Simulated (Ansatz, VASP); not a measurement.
## Ni: VASP beside Ansatz

```xyz
1
Lattice="0.0000 1.7314 1.7314 1.7314 0.0000 1.7314 1.7314 1.7314 0.0000" Properties=species:S:1:pos:R:3 pbc="T T T"
Ni    0.0000    0.0000    0.0000
```

Alike in both runs: task single point; functional r2SCAN; k mesh 20 × 20 × 20; occupations gaussian, width 0.05 eV; collinear spin.

|  | VASP | Ansatz |
| --- | --- | --- |
| version | VASP 6.6.1 | Ansatz 0.2.0 |
| potentials or method | VASP PAW PBE potentials, release 64 (Ni), cutoff 520 eV | scalar-relativistic, plane waves, PAW |
| valence electrons in the cell | 10 | 18 |

Ansatz gave:

```
gap on the k mesh at the Fermi level (eV)                     : none
pressure (GPa)                                                : 3.1
net moment per atom (μB)                                      : 0.75
size of the moment on the site where the two differ most (μB) : 0.81
```

What did VASP give for the same quantities?

gap on the k mesh at the Fermi level (eV): none; pressure (GPa): 3.4; net moment per atom (μB): 0.72; size of the moment on the site where the two differ most (μB): 0.73.

VASP's potentials were made for PBE, not for r2SCAN. Site moments also hang on the region over which each program counts them. A gap of «none» marks a metal or a gap that the smearing closes. VASP's potentials hold 10 valence electrons a cell and Ansatz's 18, so a difference there can come from the potentials and not from the codes. Ansatz's warnings: stability check not made.
